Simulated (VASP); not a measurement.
Ga, 4 atoms in the cell. The typed cell holds 4 atoms: a = 4.470 Å, b = 4.470 Å, c = 4.488 Å, α = 90.00°, β = 90.00°, γ = 62.73°.  This cell differs from its parent crystal: atoms moved at random.

- Program: VASP 6.6.1
- Task: single point
- Functional: PBE
- Potentials or basis: VASP PAW PBE potentials, release 64 (Ga_d)
- Cutoff: 520 eV
- k mesh: 7 × 7 × 6
- Occupations: fermi-dirac, width 0.05 eV
- Spin: no spin polarisation
- Dipole correction: no
- Further INCAR settings: ALGO = Fast; EDIFF = 1e-07; NBANDS = 34

Potentials or basis: VASP PAW PBE potentials, release 64 (Ga_d).

Run with:

```console
$ cat potpaw_PBE.64/Ga_d/POTCAR > POTCAR
$ mpirun -np 1 vasp_std > vasp.out
```

Hardware: 1 thread of Intel Xeon 8259CL (shared host).

Question: How long does it take, and how much memory?

Answer: It took 11 min on 1 thread of Intel Xeon 8259CL (shared host), peak memory 0.41 GiB. Counts: scf iterations 15, k points 148.
